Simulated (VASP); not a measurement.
A run of VASP 6.6.1 is set up as follows.

File POSCAR:

```
C
1.0
    0.0000000000      1.7371138450      1.7371138450
    1.7371138450      0.0000000000      1.7371138450
    1.7371138450      1.7371138450      0.0000000000
C
2
Direct
    0.0000000000      0.0000000000      0.0000000000
    0.2500000000      0.2500000000      0.2500000000
```

INCAR.step1

```
PREC = Accurate
ENCUT = 520
ISMEAR = -1
SIGMA = 0.1
LREAL = False
LASPH = True
NELM = 100
NBANDS = 11
GGA = PE
ALGO = Normal
EDIFF = 1E-4
LWAVE = True
LCHARG = False
```

Contents of INCAR.step2:

```
PREC = Accurate
ENCUT = 520
EDIFF = 1E-7
ISMEAR = -1
SIGMA = 0.1
LREAL = False
LASPH = True
NELM = 100
ALGO = Normal
ISIF = 2
LWAVE = False
LCHARG = False
METAGGA = R2SCAN
LMIXTAU = True
NBANDS = 11
ISTART = 1
```

KPOINTS

```
regular mesh
0
Gamma
  16 16 16
```

Potentials or basis: VASP PAW PBE potentials, release 64 (C).

Command:

```sh
$ cat potpaw_PBE.64/C/POTCAR > POTCAR
$ cp INCAR.step1 INCAR
$ mpirun -np 1 vasp_std > vasp.out
$ cp INCAR.step2 INCAR
$ mpirun -np 1 vasp_std > vasp.out
```

Problem. What does it give for the pressure?

Solution. 39.3 GPa.

Problem. What does it give for the band gap on the k mesh?

Solution. 4.51 eV, indirect (least direct gap 6.05 eV).

Caveat: the PAW data sets were made with another functional, which shifts forces and pressure a little. A k mesh can miss the band edges.
